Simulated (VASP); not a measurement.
Runs of VASP 6.6.1 on SnO2. The structure is that of space group P4_2/mnm (No. 136), or close to it. The cells are those of the table. 

```csv
potentials or basis,cell,cutoff (eV),gap on the mesh (eV),pressure (GPa),largest force (eV/Å)
"VASP PAW LDA potentials, release 64 (Sn_d, O)","a = 4.721, b = 4.724, c = 3.094 Å, 6 atoms",520,1.66,9.8,0.31
"VASP PAW LDA potentials, release 64 (Sn_d, O)","a = 4.650, b = 4.653, c = 3.238 Å, 6 atoms",520,1.29,(d),0.08
"VASP PAW LDA potentials, release 64 (Sn_d, O)","a = 4.650, b = 4.653, c = 3.142 Å, 6 atoms",520,1.75,12.2,0.19
"VASP PAW LDA potentials, release 64 (Sn_d, O)","a = 4.792, b = 4.795, c = 3.142 Å, 6 atoms",520,1.12,(b),0.07
"VASP PAW LDA potentials, release 64 (Sn_d, O)","a = 4.792, b = 4.795, c = 3.094 Å, 6 atoms",520,1.35,3.4,0.22
"VASP PAW LDA potentials, release 64 (Sn_d, O)","a = 4.650, b = 4.653, c = 3.286 Å, 6 atoms",520,1.08,-0.3,0.17
"VASP PAW LDA potentials, release 64 (Sn_d, O)","a = 4.721, b = 4.724, c = 3.238 Å, 6 atoms",520,0.98,(c),0.08
"VASP PAW LDA potentials, release 64 (Sn_d, O)","a = 4.580, b = 4.583, c = 3.286 Å, 6 atoms",520,1.42,6.5,0.24
"VASP PAW LDA potentials, release 64 (Sn_d, O_h)","a = 4.721, b = 4.724, c = 3.286 Å, 6 atoms",910,0.77,-6.3,0.16
"VASP PAW LDA potentials, release 64 (Sn_d, O)","a = 4.721, b = 4.724, c = 3.142 Å, 6 atoms",520,1.42,5.2,0.15
"VASP PAW LDA potentials, release 64 (Sn_d, O)","a = 4.650, b = 4.653, c = 3.190 Å, 6 atoms",520,1.52,(a),0.04
```

Alike in all rows: task single point; level LDA; no spin polarisation; k mesh 6 × 6 × 8; smearing gaussian 0.05 eV.

Fill in the values left out.

(a) 7.6; (b) -0.7; (c) -2.6; (d) 3.5.

Caveats: spin-orbit coupling is left out, which moves the levels of the heavy elements; the cell stands under pressure (at least some runs); the cutoff is under 1.25 times the usual one of these potentials, so pressure, stress and relaxed cells hold a basis-set (Pulay) error (at least some runs); the cell stands under tension (at least some runs).

A k mesh can miss the band edges, and the runs leave out spin-orbit coupling on Sn.
